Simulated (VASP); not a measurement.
# MgI2 in VASP: further runs, part 2 of 2

VASP 6.6.1.

## (5) Single point, PBE

This run uses another cell than the first one.

INCAR reads:

```
SYSTEM = MgI2
PREC     = Accurate       ! precision mode
ENCUT    = 520            ! plane-wave cutoff, eV
EDIFF    = 1E-6           ! SCF threshold, eV
ISMEAR   = 0              ! smearing method
SIGMA    = 0.02           ! smearing width, eV
LREAL    = .FALSE.        ! projectors in reciprocal space
LASPH    = .TRUE.         ! aspherical terms in the spheres
NELM     = 100            ! most SCF steps
ALGO     = Normal         ! electronic algorithm
ISIF     = 2              ! what is computed and relaxed
LWAVE    = .FALSE.        ! write WAVECAR
LCHARG   = .TRUE.         ! write CHGCAR
LDIPOL   = .TRUE.       
IDIPOL   = 3            
DIPOL    = 0.5 0.5 0.296
GGA      = PE             ! functional
LELF     = .TRUE.         ! ELF
LVHAR    = .TRUE.       
LVACPOTAV= .TRUE.       
NBANDS   = 15             ! bands
```

KPOINTS reads:

```
regular mesh
0
G
  6 6 1
  0 0 0
```

POSCAR reads:

```
MgI2
1.0
    4.1888537226      0.0000000000      0.0000000000
   -2.0944268613      3.6276537365      0.0000000000
    0.0000000000      0.0000000000     30.4525717600
Mg I
1 2
Direct
    0.0000000000      0.0000000000      0.2955415415
    0.3333333333      0.6666666667      0.2402901213
    0.6666666667      0.3333333333      0.3507929616
```

Potentials or basis: VASP PAW PBE potentials, release 64 (Mg, I).

Command:

```bash
> cat potpaw_PBE.64/Mg/POTCAR potpaw_PBE.64/I/POTCAR > POTCAR
> mpirun -np 1 vasp_std > vasp.out
```

OUTCAR:

```text
SYSTEM = MgI2
   PREC = Accurate
   ENCUT = 520
   EDIFF = 1E-6
   ISMEAR = 0
   LREAL = .FALSE.
   LASPH = .TRUE.
   NELM = 100
   ISIF = 2
   GGA = PE

 ion  position               nearest neighbor table
   1  0.000  0.000  0.296-   3 2.95   3 2.95   3 2.95   2 2.95   2 2.95   2 2.95
   2  0.333  0.667  0.240-   1 2.95   1 2.95   1 2.95
   3  0.667  0.333  0.351-   1 2.95   1 2.95   1 2.95

  LATTYP: Found a hexagonal cell.
 ALAT       =     4.1888537226
 C/A-ratio  =     7.2699057491

  Lattice vectors:

 A1 = (   4.1888537226,   0.0000000000,   0.0000000000)
 A2 = (  -2.0944268613,   3.6276537365,   0.0000000000)
 A3 = (   0.0000000000,   0.0000000000,  30.4525717600)

Analysis of symmetry for initial positions (statically):
=====================================================================
 Subroutine PRICEL returns:
 Original cell was already a primitive cell.

 Routine SETGRP: Setting up the symmetry group for a
 hexagonal supercell.

 Subroutine GETGRP returns: Found 12 space group operations
 (whereof  6 operations were pure point group operations)
 out of a pool of 24 trial point group operations.

[... 172 lines left out ...]
     11       1.5059      0.00000
     12       1.5565      0.00000
     13       1.9880      0.00000
     14       2.1746      0.00000
[... 95 lines left out ...]
      2     -15.5422      2.00000
      3      -7.5512      2.00000
      4      -6.8600      2.00000
      5      -6.8600      2.00000
      6      -6.3704      2.00000
      7      -5.2428      2.00000
      8      -5.2428      2.00000
      9      -0.1250      0.00000
     10       1.9263      0.00000
     11       1.9263      0.00000
     12       3.4256      0.00000
     13       3.5145      0.00000
     14       3.8417      0.00000
     15       3.8417      0.00000

------------------------ aborting loop because EDIFF is reached ----------------------------------------

  FORCE on cell =-STRESS in cart. coord.  units (eV):
  Direction    XX          YY          ZZ          XY          YZ          ZX
  --------------------------------------------------------------------------------------
  -------------------------------------------------------------------------------------
  Total        0.0839765      0.0839765     -0.0894300     -0.0000000     -0.0000000      0.0000000
  in kB        0.2907523      0.2907523     -0.3096341     -0.0000000     -0.0000000      0.0000000
  external PRESSURE =       0.0906235 kB  Pullay stress =       0.0000000 kB

 VOLUME and BASIS-vectors are now :
 -----------------------------------------------------------------------------
  energy-cutoff  :      520.00
  volume of cell :      462.75
      direct lattice vectors                 reciprocal lattice vectors
     4.188853723  0.000000000  0.000000000     0.238728795  0.137830134  0.000000000
    -2.094426861  3.627653737  0.000000000     0.000000000  0.275660268  0.000000000
     0.000000000  0.000000000 30.452571760     0.000000000  0.000000000  0.032837949

 POSITION                                       TOTAL-FORCE (eV/Angst)
 -----------------------------------------------------------------------------------
      0.00000      0.00000      9.00000        -0.000000      0.000000     -0.000000
     -0.00000      2.41844      7.31745         0.000000      0.000000      0.025923
      2.09443      1.20922     10.68255        -0.000000      0.000000     -0.025923
 -----------------------------------------------------------------------------------
    total drift:                               -0.000000      0.000000      0.000001

  FREE ENERGIE OF THE ION-ELECTRON SYSTEM (eV)
  ---------------------------------------------------
  free  energy   TOTEN  =        -7.7319283783 eV

  energy  without entropy=       -7.7319283783  energy(sigma->0) =       -7.73192838

 vacuum level on the upper side and lower side of the slab         1.910         1.910
```

OSZICAR:

```text
N       E                     dE             d eps       ncg     rms          rms(c)
DAV:   1     0.108589797356E+03    0.10859E+03   -0.42224E+03   210   0.691E+02
DAV:   2     0.744520310726E+01   -0.10114E+03   -0.93685E+02   375   0.110E+02
DAV:   3    -0.735790235820E+01   -0.14803E+02   -0.14678E+02   308   0.525E+01
[... 11 lines left out ...]
DAV:  15    -0.773191091372E+01   -0.26774E-05   -0.22580E-07   245   0.228E-03    0.605E-03
DAV:  16    -0.773192254060E+01   -0.11627E-04   -0.11961E-06   235   0.370E-03    0.417E-03
DAV:  17    -0.773192556902E+01   -0.30284E-05   -0.12948E-07   231   0.142E-03    0.311E-03
DAV:  18    -0.773192741185E+01   -0.18428E-05   -0.46991E-08   231   0.956E-04    0.105E-03
DAV:  19    -0.773192837828E+01   -0.96643E-06   -0.84579E-09   217   0.440E-04
   1 F= -.77319284E+01 E0= -.77319284E+01  d E =-.408136E-13
```

stdout:

```text
POSCAR found type information on POSCAR MgI
 POSCAR found :  2 types and       3 ions
 scaLAPACK will be used
 LDA part: xc-table for (Slater+PW92), standard interpolation
 POSCAR, INCAR and KPOINTS ok, starting setup
 FFT: planning ... GRIDC
 FFT: planning ... GRID_SOFT
 FFT: planning ... GRID
 WAVECAR not read
 entering main loop
 -----------------------------------------------------------------------------
|                                                                             |
|           W    W    AA    RRRRR   N    N  II  N    N   GGGG   !!!           |
|           W    W   A  A   R    R  NN   N  II  NN   N  G    G  !!!           |
|           W    W  A    A  R    R  N N  N  II  N N  N  G       !!!           |
|           W WW W  AAAAAA  RRRRR   N  N N  II  N  N N  G  GGG   !            |
|           WW  WW  A    A  R   R   N   NN  II  N   NN  G    G                |
|           W    W  A    A  R    R  N    N  II  N    N   GGGG   !!!           |
|                                                                             |
|     Did not find any points to average over, which means that no vacuum     |
|     field-free region was found. Please increase the size of  your cell     |
|     in the dimension of the dipole correction to obtain accurate            |
|     workfunction values.                                                    |
|                                                                             |
 -----------------------------------------------------------------------------
```

It took 73 s on 1 thread of Intel Xeon Platinum 8488C (Sapphire Rapids), shared host; peak memory 0.54 GiB.

What came out:

```
Free energy            : -7.7319 eV
Largest force          : 0.026 eV/Å
Band gap on the k mesh : 3.62 eV (least direct gap 3.98 eV)
```

Forces in eV/Å, atoms in the order of the input:
```
Mg   0.000  0.000  0.000
I    0.000  0.000  0.026
I    0.000  0.000 -0.026
```

Levels at points of the mesh, in eV from the valence-band top:
```csv
k point,band 6,band 7,band 8,band 9,band 10,band 11
"(0.00, 0.00, 0.00)",-0.26,0.00,0.00,3.98,4.90,6.03
"(0.50, 0.00, 0.00)",-1.12,-0.66,-0.42,3.62,5.47,5.72
```

Caveat: spin-orbit coupling is left out, which moves the levels of the heavy elements.

## (6) Single point, PBE

This run uses another cell than the first one.

INCAR reads:

```
PREC = Accurate ; ENCUT = 520
EDIFF = 1E-6 ; ISMEAR = 0
SIGMA = 0.02 ; LREAL = False
LASPH = True ; NELM = 80
ALGO = Normal ; ISIF = 2
LWAVE = False ; LCHARG = True
LDIPOL = True ; IDIPOL = 3
DIPOL = 0.5 0.5 0.296 ; GGA = PE
LELF = True ; LVHAR = True
LVACPOTAV = True ; NBANDS = 15
```

KPOINTS reads:

```
regular mesh
0
Gamma
  6 6 1
```

POSCAR reads:

```
MgI2
1.0
    4.2055852931      0.0000000000      0.0000000000
   -2.1027926466      3.6421437016      0.0000000000
    0.0000000000      0.0000000000     30.4525717600
Mg I
1 2
Direct
    0.0000000000      0.0000000000      0.2955415415
    0.3333333333      0.6666666667      0.2405903474
    0.6666666667      0.3333333333      0.3504927355
```

Potentials or basis: VASP PAW PBE potentials, release 64 (Mg, I).

Command:

```bash
> cat potpaw_PBE.64/Mg/POTCAR potpaw_PBE.64/I/POTCAR > POTCAR
> mpirun -np 1 vasp_std > vasp.out
```

OUTCAR:

```text
PREC = Accurate
   ENCUT = 520
   EDIFF = 1E-6
   ISMEAR = 0
   LREAL = False
   LASPH = True
   NELM = 80
   ISIF = 2
   GGA = PE

 ion  position               nearest neighbor table
   1  0.000  0.000  0.296-   3 2.95   3 2.95   3 2.95   2 2.95   2 2.95   2 2.95
   2  0.333  0.667  0.241-   1 2.95   1 2.95   1 2.95
   3  0.667  0.333  0.350-   1 2.95   1 2.95   1 2.95

  LATTYP: Found a hexagonal cell.
 ALAT       =     4.2055852931
 C/A-ratio  =     7.2409830351

  Lattice vectors:

[... 303 lines left out ...]

  FORCE on cell =-STRESS in cart. coord.  units (eV):
  Direction    XX          YY          ZZ          XY          YZ          ZX
  --------------------------------------------------------------------------------------
  -------------------------------------------------------------------------------------
  Total       -0.0351654     -0.0351654     -0.0348006      0.0000000      0.0000000      0.0000000
  in kB       -0.1207866     -0.1207866     -0.1195335      0.0000000      0.0000000      0.0000000
  external PRESSURE =      -0.1203689 kB  Pullay stress =       0.0000000 kB

 VOLUME and BASIS-vectors are now :
 -----------------------------------------------------------------------------
  energy-cutoff  :      520.00
  volume of cell :      466.45
      direct lattice vectors                 reciprocal lattice vectors
     4.205585293  0.000000000  0.000000000     0.237779032  0.137281788  0.000000000
    -2.102792647  3.642143702  0.000000000     0.000000000  0.274563576  0.000000000
     0.000000000  0.000000000 30.452571760     0.000000000  0.000000000  0.032837949

 POSITION                                       TOTAL-FORCE (eV/Angst)
 -----------------------------------------------------------------------------------
      0.00000      0.00000      9.00000        -0.000000      0.000000      0.000000
     -0.00000      2.42810      7.32659        -0.000000      0.000000      0.009902
      2.10279      1.21405     10.67341         0.000000     -0.000000     -0.009902
 -----------------------------------------------------------------------------------
    total drift:                                0.000000     -0.000000      0.000006

  FREE ENERGIE OF THE ION-ELECTRON SYSTEM (eV)
  ---------------------------------------------------
  free  energy   TOTEN  =        -7.7324655876 eV

  energy  without entropy=       -7.7324655876  energy(sigma->0) =       -7.73246559

 vacuum level on the upper side and lower side of the slab         1.897         1.897
```

OSZICAR:

```text
N       E                     dE             d eps       ncg     rms          rms(c)
DAV:   1     0.111972669942E+03    0.11197E+03   -0.40280E+03   210   0.676E+02
DAV:   2     0.874130231414E+01   -0.10323E+03   -0.95174E+02   351   0.114E+02
DAV:   3    -0.728151902862E+01   -0.16023E+02   -0.15855E+02   273   0.545E+01
[... 11 lines left out ...]
DAV:  15    -0.773244987544E+01   -0.35368E-05   -0.30661E-07   245   0.269E-03    0.441E-03
DAV:  16    -0.773246016666E+01   -0.10291E-04   -0.11998E-06   235   0.393E-03    0.795E-03
DAV:  17    -0.773246333964E+01   -0.31730E-05   -0.15346E-07   224   0.179E-03    0.332E-03
DAV:  18    -0.773246476568E+01   -0.14260E-05   -0.54621E-08   231   0.104E-03    0.259E-04
DAV:  19    -0.773246558760E+01   -0.82193E-06   -0.72327E-09   224   0.490E-04
   1 F= -.77324656E+01 E0= -.77324656E+01  d E =-.116980E-17
```

Wall time 63 s (1 thread of Intel Xeon Platinum 8488C (Sapphire Rapids), shared host); peak memory 0.54 GiB.

Results:

```yaml
Free_energy: -7.7325 eV
Largest_force: 0.010 eV/Å
Band_gap_on_the_k_mesh: 3.64 eV (least direct gap 3.98 eV)
```

Forces on the atoms (eV/Å):
```
Mg   0.000  0.000  0.000
I    0.000  0.000  0.010
I    0.000  0.000 -0.010
```

Caveat: spin-orbit coupling is left out, which moves the levels of the heavy elements.

## (7) Summary

```tsv
cell	smearing	gap on the mesh (eV)	largest force (eV/Å)
a = 4.154, b = 4.154, c = 18.000 Å, angles 90.0, 90.0, 120.0°, 3 atoms, atomic positions A	gaussian 0.1 eV	3.66	0.13
a = 4.189, b = 4.189, c = 30.453 Å, angles 90.0, 90.0, 120.0°, 3 atoms, atomic positions B	gaussian 0.1 eV	3.62	0.03
a = 4.189, b = 4.189, c = 30.453 Å, angles 90.0, 90.0, 120.0°, 3 atoms, atomic positions B	gaussian 0.02 eV	3.62	0.03
a = 4.206, b = 4.206, c = 30.453 Å, angles 90.0, 90.0, 120.0°, 3 atoms, atomic positions C	gaussian 0.02 eV	3.64	0.01
```

Alike in all rows: task single point; level PBE; potentials or basis VASP PAW PBE potentials, release 64 (Mg, I); no spin polarisation; k mesh 6 × 6 × 1; cutoff (eV) 520.

Caveats: spin-orbit coupling is left out, which moves the levels of the heavy elements.

Absolute energies hang on the potentials; compare differences alone.
